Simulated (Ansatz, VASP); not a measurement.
# Two plane-wave programs on Tl

Contents of INCAR:

```
SYSTEM = Tl
PREC = Accurate ; ENCUT = 520
EDIFF = 1E-7 ; ISMEAR = 0
SIGMA = 0.15 ; LREAL = .FALSE.
LASPH = .TRUE. ; NELM = 80
ALGO = Fast ; ISIF = 2
LWAVE = .FALSE. ; LCHARG = .TRUE.
GGA = PS ; LELF = .TRUE.
LVHAR = .TRUE. ; NBANDS = 12
```

Contents of KPOINTS:

```
regular mesh
0
G
  16 16 16
  0 0 0
```

File POSCAR:

```
Tl
1.0
   -0.0484194631      2.4209731547      2.1546661077
    2.3725536916      0.0000000000      2.1062466446
    2.4209731547      2.4209731547     -0.0484194631
Tl
1
Direct
    0.0000000000      0.0000000000      0.0000000000
```

Input for Ansatz:

```yaml
crystal:
  lattice:
    - [-0.0484194631, 2.4209731547, 2.1546661077]
    - [2.3725536916, 0.0, 2.1062466446]
    - [2.4209731547, 2.4209731547, -0.0484194631]
  atoms:
    - { symbol: Tl, position: [0.0, 0.0, 0.0] }
basis:
  ecutwfc: 420
kpoints:
  mp_grid: { grid: [16, 16, 16] }
hamiltonian:
  xc: pbesol
scf:
  occupations: { method: gaussian, width: 0.15 }
output:
  forces: true
  stress: true
  eigenvalues: true
```

Change from the starting cell: engineering shear strain xz -0.0400, normal strain along z -0.1100.

Alike in both runs: task single point; functional PBEsol; k mesh 16 × 16 × 16; occupations gaussian, width 0.15 eV; no spin polarisation.

|  | VASP | Ansatz |
| --- | --- | --- |
| version | VASP 6.6.1 | Ansatz 0.2.0 |
| potentials or method | VASP PAW PBE potentials, release 64 (Tl_d), cutoff 520 eV | scalar-relativistic, plane waves, PAW |
| valence electrons in the cell | 13 | 13 |

|  | VASP | Ansatz | Ansatz less VASP |
| --- | --- | --- | --- |
| gap on the k mesh at the Fermi level (eV) | none | none | - |
| pressure (GPa) | 6.0 | 6.0 | +0.06 |
| traceless stress, the component that is largest in VASP (GPa) | 0.80 | 0.80 | 0.000 |

VASP's potentials were made for PBE, not for PBEsol. A gap of «none» marks a metal or a gap that the smearing closes. With one functional, cell and mesh, what is left measures potentials, basis and numerics.

Spin-orbit coupling is off throughout.
